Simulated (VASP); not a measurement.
Write the native input for VASP 6.6.1 that does the following.

```yaml
Task: single point
Functional: r2SCAN
Potentials_or_basis: VASP PAW PBE potentials, release 64 (Al, N)
Cutoff: 520 eV
k_mesh: 10 × 10 × 10
Occupations: gaussian, width 0.05 eV
Spin: no spin polarisation
Dipole_correction: no
Further_INCAR_settings: ALGO = Normal; EDIFF = 1e-06; NBANDS = 11
```

AlN:

```xyz
2
Lattice="0.0000 2.1185 2.1840 2.1185 0.0000 2.1840 2.1185 2.1185 0.0000" Properties=species:S:1:pos:R:3 pbc="T T T"
Al    0.0000    0.0000    0.0000
N     3.1777    3.1777    3.2760
```

This cell differs from its parent crystal: strain -0.0300 x Voigt [1, 1, 0, 0, 0, 0].

One way to write it, as run:

POSCAR

```
AlN
1.0
    0.0000000000      2.1184737528      2.1839935596
    2.1184737528      0.0000000000      2.1839935596
    2.1184737528      2.1184737528      0.0000000000
Al N
1 1
Direct
    0.0000000000      0.0000000000      0.0000000000
    0.7500000000      0.7500000000      0.7500000000
```

INCAR.step1

```
PREC = Accurate
ENCUT = 520
ISMEAR = 0
SIGMA = 0.05
LREAL = False
LASPH = True
NELM = 60
NBANDS = 11
GGA = PE
ALGO = Normal
EDIFF = 1E-4
LWAVE = True
LCHARG = False
```

INCAR.step2

```
PREC = Accurate
ENCUT = 520
EDIFF = 1E-6
ISMEAR = 0
SIGMA = 0.05
LREAL = False
LASPH = True
NELM = 60
ALGO = Normal
ISIF = 2
LWAVE = False
LCHARG = True
METAGGA = R2SCAN
LMIXTAU = True
LELF = True
LVHAR = True
NBANDS = 11
ISTART = 1
```

KPOINTS

```
Automatic mesh
0
Gamma
  10 10 10
```

Potentials or basis: VASP PAW PBE potentials, release 64 (Al, N).

Run with:

```bash
$ cat potpaw_PBE.64/Al/POTCAR potpaw_PBE.64/N/POTCAR > POTCAR
$ cp INCAR.step1 INCAR
$ mpirun -np 1 vasp_std > vasp.out
$ cp INCAR.step2 INCAR
$ mpirun -np 1 vasp_std > vasp.out
```

It gave:

| Property | Result |
| --- | --- |
| Pressure | 14.3 GPa |
| Band gap on the k mesh | 3.87 eV (least direct gap 5.42 eV) |

Caveat: the cell differs from its parent crystal (strain -0.0300 x Voigt [1, 1, 0, 0, 0, 0]); the cell stands under pressure; the PAW data sets were made with another functional, which shifts forces and pressure a little.

Run time: 84 s on 1 thread of Intel(R) Xeon(R) Platinum 8375C CPU @ 2.90GHz (Ice Lake) (shared host), peak memory 0.15 GiB.
